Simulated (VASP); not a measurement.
# Ge: single point with r2SCAN

Crystal: Ge.

```
CELL_PARAMETERS angstrom
0.00000 0.00000 2.84455
2.60544 -2.60543 1.42228
2.60544 2.60543 -1.42228
ATOMIC_POSITIONS crystal
Ge 0.00000 0.00000 0.00000
Ge 0.75000 0.50000 0.50000
```

```yaml
Program: VASP 6.6.1
Task: single point
Functional: r2SCAN
Potentials_or_basis: VASP PAW PBE potentials, release 64 (Ge_d)
Cutoff: 520 eV
k_mesh: 7 × 7 × 7
Occupations: gaussian, width 0.2674 eV
Spin: no spin polarisation
```

```yaml
Pressure: -2.9 GPa
Band_gap_on_the_k_mesh: zero (bands 14 and 15 overlap by 4.22 eV)
```

Stress tensor (GPa, compression positive):
```
-3.74  0.00  0.00
 0.00 -3.74  0.00
 0.00  0.00 -1.07
```

Levels at points of the mesh, in eV from the Fermi level:
| k point | band 10 | band 11 | band 12 | band 13 | band 14 | band 15 | band 16 | band 17 | band 18 | band 19 |
| --- | --- | --- | --- | --- | --- | --- | --- | --- | --- | --- |
| (0.00, 0.00, 0.00) | -25.08 | -13.50 | -4.13 | -2.31 | -2.31 | 3.94 | 7.80 | 7.80 | 8.21 | 8.40 |

Wall time 2.6 min on 1 thread of Intel(R) Xeon(R) Platinum 8259CL CPU @ 2.50GHz (Skylake/Cascade Lake), on a shared host, peak memory 0.17 GiB.

Caveat: the PAW data sets were made with another functional, which shifts forces and pressure a little.
